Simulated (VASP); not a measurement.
# Mg2Sn (Fm-3m) in VASP: notebook

The runs below take Mg2Sn through single point, with r2SCAN.

Everything below comes from runs of VASP 6.6.1. Logs are shortened: lines on timing, memory, paths and dates and some standing lists are left out, and cuts for length are marked.

## (1) The cell of the first run

Symmetry: Fm-3m, No. 225, cubic system. The conventional cell has a = 6.300 Å, b = 6.300 Å, c = 6.300 Å, α = 90.00°, β = 90.00°, γ = 90.00°. Mg (site symmetry -43m) has 4 Sn at 2.73 Å and 6 Mg at 3.15 Å within 3.6 Å. Within 3.6 Å of Sn (site symmetry m-3m) lie 8 Mg at 2.73 Å.

## (2) Single point, r2SCAN

POSCAR reads:

```
Mg2Sn
1.0
    0.0000000000      3.1502025910      3.1502025910
    3.1502025910      0.0000000000      3.1502025910
    3.1502025910      3.1502025910      0.0000000000
Mg Sn
2 1
Direct
    0.2500000000      0.2500000000      0.2500000000
    0.7500000000      0.7500000000      0.7500000000
    0.0000000000      0.0000000000      0.0000000000
```

INCAR.step1 reads:

```
PREC     = Accurate       # precision mode
ENCUT    = 660            # plane-wave cutoff, eV
ISMEAR   = 0              # smearing method
SIGMA    = 0.01           # smearing width, eV
LREAL    = F              # projectors in reciprocal space
LASPH    = T              # aspherical terms in the spheres
NELM     = 120            # most SCF steps
NBANDS   = 16             # bands
GGA      = PE             # functional
ALGO     = Normal         # electronic algorithm
EDIFF    = 1E-5           # SCF threshold, eV
LWAVE    = T              # write WAVECAR
LCHARG   = F              # write CHGCAR
GGA_COMPAT= F
```

INCAR.step2 reads:

```
PREC     = Accurate       # precision mode
ENCUT    = 660            # plane-wave cutoff, eV
EDIFF    = 1E-6           # SCF threshold, eV
ISMEAR   = 0              # smearing method
SIGMA    = 0.01           # smearing width, eV
LREAL    = F              # projectors in reciprocal space
LASPH    = T              # aspherical terms in the spheres
NELM     = 120            # most SCF steps
ALGO     = Normal         # electronic algorithm
ISIF     = 2              # what is computed and relaxed
LWAVE    = F              # write WAVECAR
LCHARG   = F              # write CHGCAR
METAGGA  = R2SCAN         # meta-GGA
LMIXTAU  = T            
NBANDS   = 16             # bands
ISTART   = 1            
GGA_COMPAT= F
```

KPOINTS reads:

```
Automatic mesh
0
Gamma
  12 12 12
```

Potentials or basis: VASP PAW PBE potentials, release 64 (Mg, Sn_d).

On the command line:

```sh
$ cat potpaw_PBE.64/Mg/POTCAR potpaw_PBE.64/Sn_d/POTCAR > POTCAR
$ cp INCAR.step1 INCAR
$ mpirun -np 1 vasp_std > vasp.out
$ cp INCAR.step2 INCAR
$ mpirun -np 1 vasp_std > vasp.out
```

OUTCAR:

```text
PREC = Accurate
   ENCUT = 660
   EDIFF = 1E-6
   ISMEAR = 0
   LREAL = F
   LASPH = T
   NELM = 120
   ISIF = 2
   METAGGA = R2SCAN
   ISTART = 1

 ion  position               nearest neighbor table
   1  0.250  0.250  0.250-   3 2.73   3 2.73   3 2.73   3 2.73   2 3.15   2 3.15   2 3.15   2 3.15
                             2 3.15   2 3.15
   2  0.750  0.750  0.750-   3 2.73   3 2.73   3 2.73   3 2.73   1 3.15   1 3.15   1 3.15   1 3.15
                             1 3.15   1 3.15
   3  0.000  0.000  0.000-   1 2.73   2 2.73   2 2.73   2 2.73   2 2.73   1 2.73   1 2.73   1 2.73

  LATTYP: Found a face centered cubic cell.
 ALAT       =     6.3004051820

  Lattice vectors:

 A1 = (   0.0000000000,   3.1502025910,   3.1502025910)
 A2 = (   3.1502025910,   0.0000000000,   3.1502025910)
 A3 = (   3.1502025910,   3.1502025910,   0.0000000000)

Analysis of symmetry for initial positions (statically):
=====================================================================
 Subroutine PRICEL returns:
 Original cell was already a primitive cell.

 Routine SETGRP: Setting up the symmetry group for a
 face centered cubic supercell.

 Subroutine GETGRP returns: Found 48 space group operations
 (whereof 48 operations were pure point group operations)
 out of a pool of 48 trial point group operations.

The static configuration has the point symmetry O_h .

Analysis of symmetry for dynamics (positions and initial velocities):
=====================================================================
 Subroutine PRICEL returns:
 Original cell was already a primitive cell.

 Routine SETGRP: Setting up the symmetry group for a
 face centered cubic supercell.

 Subroutine GETGRP returns: Found 48 space group operations
 (whereof 48 operations were pure point group operations)
 out of a pool of 48 trial point group operations.

The dynamic configuration has the point symmetry O_h .

 Subroutine INISYM returns: Found 48 space group operations
 (whereof 48 operations are pure point group operations),
 and found     1 'primitive' translations

----------------------------------------------------------------------------------------

                                     Primitive cell

  volume of cell :      62.5238

  direct lattice vectors                    reciprocal lattice vectors
     0.000000000  3.150202591  3.150202591    -0.158719951  0.158719951  0.158719951
     3.150202591  0.000000000  3.150202591     0.158719951 -0.158719951  0.158719951
     3.150202591  3.150202591  0.000000000     0.158719951  0.158719951 -0.158719951

  length of vectors
     4.455059228  4.455059228  4.455059228     0.274911019  0.274911019  0.274911019

  position of ions in fractional coordinates (direct lattice)
     0.250000000  0.250000000  0.250000000
     0.750000000  0.750000000  0.750000000
     0.000000000  0.000000000  0.000000000

  ion indices of the primitive-cell ions
   primitive index   ion index
                 1           1
                 2           2
                 3           3

----------------------------------------------------------------------------------------

 KPOINTS: Automatic mesh

Automatic generation of k-mesh.
 Grid dimensions read from file:
 generate k-points for:   12   12   12

 Generating k-lattice:

  Cartesian coordinates                     Fractional coordinates (reciprocal lattice)
    -0.013226663  0.013226663  0.013226663     0.083333333  0.000000000  0.000000000
     0.013226663 -0.013226663  0.013226663     0.000000000  0.083333333  0.000000000
     0.013226663  0.013226663 -0.013226663     0.000000000  0.000000000  0.083333333

  Length of vectors
     0.022909252  0.022909252  0.022909252

  Shift w.r.t. Gamma in fractional coordinates (k-lattice)
     0.000000000  0.000000000  0.000000000

 Subroutine IBZKPT returns following result:
 ===========================================

 Found     72 irreducible k-points:

 Following reciprocal coordinates:
            Coordinates               Weight
  0.000000  0.000000  0.000000      1.000000
  0.083333  0.000000  0.000000      8.000000
  0.166667  0.000000  0.000000      8.000000
  0.250000  0.000000  0.000000      8.000000
  0.333333  0.000000  0.000000      8.000000
  0.416667  0.000000  0.000000      8.000000
[... 16 lines left out ...]
  0.500000  0.166667  0.000000     24.000000
 -0.416667  0.166667  0.000000     24.000000
 [... further k-points ...]
   k-points           NKPTS =     72   k-points in BZ     NKDIM =     72   number of bands    NBANDS=     16
   number of dos      NEDOS =    301   number of ions     NIONS =      3
   total plane-waves  NPLWV =  64000
   dimension x,y,z NGX =    40 NGY =   40 NGZ =   40
   dimension x,y,z NGXF=    80 NGYF=   80 NGZF=   80
   ions per type =               2   1
   NGX,Y,Z   is equivalent  to a cutoff of  14.93, 14.93, 14.93 a.u.
   NGXF,Y,Z  is equivalent  to a cutoff of  29.85, 29.85, 29.85 a.u.
 SYSTEM =  unknown system
   PREC   = accura    normal or accurate (medium, high low for compatibility)
   ISTART =      1    job   : 0-new  1-cont  2-samecut
   ICHARG =      0    charge: 1-file 2-atom 10-const
   ISPIN  =      1    spin polarized calculation?
   LNONCOLLINEAR =      F non collinear calculations
   LSORBIT =      F    spin-orbit coupling
   LASPH  =      T    aspherical Exc in radial PAW
   ENCUT  =  660.0 eV  48.51 Ry    6.96 a.u.   9.33  9.33  9.33*2*pi/ulx,y,z
   NELM   =    120;   NELMIN=  2; NELMDL=  0     # of ELM steps
   EDIFF  = 0.1E-05   stopping-criterion for ELM
   LREAL  =      F    real-space projection
   EDIFFG = 0.1E-04   stopping-criterion for IOM
   NSW    =      0    number of steps for IOM
   IBRION =     -1    ionic relax: 0-MD 1-quasi-New 2-CG
   NFREE  =      0    steps in history (QN), initial steepest desc. (CG)
   ISIF   =      2    stress and relaxation
   ISYM   =      2    0-nonsym 1-usesym 2-fastsym
   POTIM  = 0.5000    time-step for ionic-motion
   TEBEG  =    0.0;   TEEND  =   0.0 temperature during run
   PSTRESS=    0.0 pullay stress
   NELECT =      18.0000    total number of electrons
   NUPDOWN=      -1.0000    fix difference up-down
   EMIN   =  10.00;   EMAX   =-10.00  energy-range for DOS
   EFERMI =   0.00;   METHOD = LEGACY
   ISMEAR =     0;   SIGMA  =   0.01  broadening in eV -4-tet -1-fermi 0-gaus
   EFERMI_NEDOS =   21; number of points for ismear=-14 and -15
   IALGO  =     38    algorithm
   IMIX   =      4    mixing-type and parameters
     AMIX     =   0.40;   BMIX     =  1.00
     AMIX_MAG =   1.60;   BMIX_MAG =  1.00
  volume/ion in A,a.u.               =      20.84       140.64
  Fermi-wavevector in a.u.,A,eV,Ry     =   1.080979  2.042754 15.898614  1.168515
  Thomas-Fermi vector in A             =   2.216984
   LORBIT       =      0    0 simple, 1 ext, 2 COOP (PROOUT), +10 PAW based schemes
   METAGGA = R2SCAN    functional components
   LHFCALC =     F    Hartree Fock is set to
   AEXX    =    0.0000 exact exchange contribution
   IVDW    =     0    specifies the selected vdW correction
   LEPSILON=     F    determine dielectric tensor
   LRPA    =     F    only Hartree local field effects (RPA)
 non-spin polarized calculation
 Gauss-broadening in eV      SIGMA  =   0.01
  energy-cutoff  :      660.00
  volume of cell :       62.52
 maximum number of plane-waves:      2450
 NGX is ok and might be reduce to    40
   NGX = 19   NGY = 19   NGZ = 19

 number of electron      17.9999999 magnetization

 Free energy of the ion-electron system (eV)
  ---------------------------------------------------
  ext. energy  EPLUGINS =         0.00000000
  ---------------------------------------------------
  free energy    TOTEN  =       -33.27514262 eV

  energy without entropy =      -33.27514262  energy(sigma->0) =      -33.27514262

 E-fermi :   5.9445     XC(G=0): -10.1561

 val. band max:        5.8393946594   @ k =   0.0000   0.0000   0.0000
 cond. band min:       6.0164279226   @ k =   0.5000   0.5000   0.0000
 fundamental gap:      0.1770332632
 Fermi energy:         5.9444979541

 k-point     1 :       0.0000    0.0000    0.0000
  band No.  band energies     occupation
      1     -15.7827      2.00000
      2     -15.7827      2.00000
      3     -15.7827      2.00000
      4     -15.7052      2.00000
      5     -15.7052      2.00000
      6      -4.7518      2.00000
[... 8 lines left out ...]
     15      11.9821      0.00000
     16      12.4117      0.00000

 k-point     2 :       0.0833    0.0000    0.0000
  band No.  band energies     occupation
      1     -15.7825      2.00000
      2     -15.7821      2.00000
      3     -15.7821      2.00000
      4     -15.7051      2.00000
      5     -15.7051      2.00000
      6      -4.6784      2.00000
[... 8 lines left out ...]
     15      11.4230      0.00000
     16      12.6694      0.00000

 k-point     3 :       0.1667    0.0000    0.0000
  band No.  band energies     occupation
      1     -15.7822      2.00000
      2     -15.7804      2.00000
      3     -15.7804      2.00000
      4     -15.7049      2.00000
      5     -15.7049      2.00000
      6      -4.4617      2.00000
[... 8 lines left out ...]
     15      11.0043      0.00000
     16      12.3502      0.00000

 k-point     4 :       0.2500    0.0000    0.0000
  band No.  band energies     occupation
      1     -15.7817      2.00000
      2     -15.7782      2.00000
      3     -15.7782      2.00000
      4     -15.7045      2.00000
      5     -15.7045      2.00000
      6      -4.1148      2.00000
[... 8 lines left out ...]
     15      11.4993      0.00000
     16      12.6822      0.00000

 k-point     5 :       0.3333    0.0000    0.0000
  band No.  band energies     occupation
      1     -15.7813      2.00000
      2     -15.7761      2.00000
      3     -15.7761      2.00000
      4     -15.7040      2.00000
      5     -15.7040      2.00000
      6      -3.6726      2.00000
[... 8 lines left out ...]
     15      12.0719      0.00000
     16      13.9196      0.00000

 k-point     6 :       0.4167    0.0000    0.0000
  band No.  band energies     occupation
      1     -15.7810      2.00000
      2     -15.7747      2.00000
      3     -15.7747      2.00000
      4     -15.7035      2.00000
      5     -15.7035      2.00000
      6      -3.2304      2.00000
[... 8 lines left out ...]
     15      13.2416      0.00000
     16      15.2142      0.00000
[... 267 lines left out ...]
 k-point    21 :       0.3333    0.1667    0.0000
  band No.  band energies     occupation
      1     -15.7846      2.00000
      2     -15.7745      2.00000
      3     -15.7737      2.00000
      4     -15.7073      2.00000
      5     -15.7014      2.00000
      6      -3.7306      2.00000
[... 8 lines left out ...]
     15      13.0493      0.00000
     16      14.2658      0.00000

 k-point    22 :       0.4167    0.1667    0.0000
  band No.  band energies     occupation
      1     -15.7830      2.00000
      2     -15.7738      2.00000
      3     -15.7721      2.00000
      4     -15.7067      2.00000
      5     -15.7013      2.00000
      6      -3.2881      2.00000
[... 8 lines left out ...]
     15      14.0668      0.00000
     16      15.5306      0.00000

 k-point    23 :       0.5000    0.1667    0.0000
  band No.  band energies     occupation
      1     -15.7810      2.00000
      2     -15.7740      2.00000
      3     -15.7716      2.00000
      4     -15.7057      2.00000
      5     -15.7017      2.00000
      6      -2.9111      2.00000
[... 8 lines left out ...]
     15      14.1669      0.00000
     16      15.4109      0.00000

 k-point    24 :      -0.4167    0.1667    0.0000
  band No.  band energies     occupation
      1     -15.7794      2.00000
      2     -15.7749      2.00000
      3     -15.7720      2.00000
      4     -15.7046      2.00000
      5     -15.7027      2.00000
      6      -2.8460      2.00000
[... 8 lines left out ...]
     15      12.9991      0.00000
     16      14.1506      0.00000

 [... further k-points ...]
[... 5 lines left out ...]
  --------------------------------------------------------------------------------------
  -------------------------------------------------------------------------------------
  Total        5.7635611      5.7635611      5.7635611     -0.0000000      0.0000000      0.0000000
  in kB      147.6916818    147.6916818    147.6916818     -0.0000000      0.0000000      0.0000000
  external PRESSURE =     147.6916818 kB  Pullay stress =       0.0000000 kB

 VOLUME and BASIS-vectors are now :
 -----------------------------------------------------------------------------
  energy-cutoff  :      660.00
  volume of cell :       62.52
      direct lattice vectors                 reciprocal lattice vectors
     0.000000000  3.150202591  3.150202591    -0.158719951  0.158719951  0.158719951
     3.150202591  0.000000000  3.150202591     0.158719951 -0.158719951  0.158719951
     3.150202591  3.150202591  0.000000000     0.158719951  0.158719951 -0.158719951

 POSITION                                       TOTAL-FORCE (eV/Angst)
 -----------------------------------------------------------------------------------
      1.57510      1.57510      1.57510         0.000000      0.000000      0.000000
      4.72530      4.72530      4.72530        -0.000000     -0.000000     -0.000000
      0.00000      0.00000      0.00000         0.000000      0.000000      0.000000
 -----------------------------------------------------------------------------------
    total drift:                               -0.000000      0.000000     -0.000000

  FREE ENERGIE OF THE ION-ELECTRON SYSTEM (eV)
  ---------------------------------------------------
  free  energy   TOTEN  =       -33.2751426203 eV

  energy  without entropy=      -33.2751426203  energy(sigma->0) =      -33.27514262
```

It took 3.5 min on 1 thread of Intel Xeon 6975P-C (Granite Rapids), shared host; peak memory 0.32 GiB.

Results:

| Quantity | Value |
| --- | --- |
| Free energy | -33.2751 eV |
| Pressure | 14.8 GPa |

Levels at points of the mesh, in eV from the Fermi level:
```csv
k point,band 6,band 7,band 8,band 9,band 10,band 11,band 12,band 13
"(0.00, 0.00, 0.00)",-10.70,-0.11,-0.11,-0.11,2.70,2.70,2.70,3.24
"(0.50, 0.00, 0.00)",-8.96,-5.86,-1.09,-1.09,1.96,2.56,2.56,4.83
"(0.50, 0.50, 0.00)",-8.25,-5.48,-2.69,-2.69,0.07,0.48,8.31,8.86
```

Caveat: the cell stands under pressure; the PAW data sets were made with another functional, which shifts forces and pressure a little; spin-orbit coupling is left out, which moves the levels of the heavy elements.

## (3) Single point, r2SCAN

This run uses another cell than the first one, of 22.00 Å³/atom.

POSCAR reads:

```
Mg2Sn
1.0
    0.0000000000      3.2076724381      3.2076724381
    3.2076724381      0.0000000000      3.2076724381
    3.2076724381      3.2076724381      0.0000000000
Mg Sn
2 1
Direct
    0.2500000000      0.2500000000      0.2500000000
    0.7500000000      0.7500000000      0.7500000000
    0.0000000000      0.0000000000      0.0000000000
```

INCAR.step1 reads:

```
PREC = Accurate ; ENCUT = 660
ISMEAR = 0 ; SIGMA = 0.01
LREAL = F ; LASPH = T
NELM = 120 ; NBANDS = 16
GGA = PE ; ALGO = Normal
EDIFF = 1E-5 ; LWAVE = T
LCHARG = F ; GGA_COMPAT = F
```

INCAR.step2 reads:

```
PREC = Accurate ; ENCUT = 660
EDIFF = 1E-6 ; ISMEAR = 0
SIGMA = 0.01 ; LREAL = F
LASPH = T ; NELM = 120
ALGO = Normal ; ISIF = 2
LWAVE = F ; LCHARG = F
METAGGA = R2SCAN ; LMIXTAU = T
NBANDS = 16 ; ISTART = 1
GGA_COMPAT = F
```

KPOINTS reads:

```
regular mesh
0
Gamma
  12 12 12
```

Potentials or basis: VASP PAW PBE potentials, release 64 (Mg, Sn_d).

On the command line:

```sh
$ cat potpaw_PBE.64/Mg/POTCAR potpaw_PBE.64/Sn_d/POTCAR > POTCAR
$ cp INCAR.step1 INCAR
$ mpirun -np 1 vasp_std > vasp.out
$ cp INCAR.step2 INCAR
$ mpirun -np 1 vasp_std > vasp.out
```

Wall time 3.5 min (1 thread of Intel Xeon 6975P-C (Granite Rapids), shared host); peak memory 0.33 GiB.

Results (log left out):

- Free energy: -33.5395 eV
- Pressure: 9.8 GPa

Levels at points of the mesh, in eV from the Fermi level:
```tsv
k point	band 5	band 6	band 7	band 8	band 9	band 10	band 11	band 12	band 13	band 14
(0.00, 0.00, 0.00)	-21.61	-10.40	-0.11	-0.11	-0.11	2.58	2.58	2.58	2.88	5.93
(0.50, 0.00, 0.00)	-21.61	-8.78	-5.65	-1.07	-1.07	1.69	2.50	2.50	4.72	8.03
(0.50, 0.50, 0.00)	-21.60	-8.12	-5.31	-2.60	-2.60	0.13	0.36	8.19	8.57	8.57
```

Caveat: the cell stands under pressure; the PAW data sets were made with another functional, which shifts forces and pressure a little; spin-orbit coupling is left out, which moves the levels of the heavy elements.
